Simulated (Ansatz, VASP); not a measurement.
## One calculation of PCS4, two programs

```
CELL_PARAMETERS angstrom
3.02703 0.00000 0.00000
0.00000 3.02703 0.00000
0.00000 0.00000 10.03090
ATOMIC_POSITIONS crystal
P 0.00000 0.00000 0.00000
C 0.50000 0.50000 0.50000
S 0.50000 0.50000 0.14747
S 0.00000 0.00000 0.60235
S 0.00000 0.00000 0.39765
S 0.50000 0.50000 0.85253
```

Change from the starting cell: species swapped into the Ti4CuAg type (P4/mmm, No. 123).

Alike in both runs: functional PBE; dispersion D3(BJ); k mesh 6 × 6 × 2; occupations gaussian, width 0.1 eV; no spin polarisation.

Ansatz relaxed the structure, and its values are those at the end. VASP's run is a single point on that final structure, the one shown.

|  | VASP | Ansatz |
| --- | --- | --- |
| version | VASP 6.6.1 | Ansatz 0.2.0 |
| potentials or method | VASP PAW PBE potentials, release 64 (P, C, S), cutoff 520 eV | scalar-relativistic, plane waves, PAW |
| valence electrons in the cell | 33 | 33 |

VASP gave:

```
gap on the k mesh at the Fermi level (eV) : none
pressure (GPa)                            : -0.3
rms of the force components (eV/Å)        : 0.047
```

Task: Which values does Ansatz return?

Result: gap on the k mesh at the Fermi level (eV): none; pressure (GPa): 0.0; rms of the force components (eV/Å): 0.002.

A gap of «none» marks a metal or a gap that the smearing closes. Ansatz's warnings: dispersion switch in reach, relaxed geometry near dispersion switch.
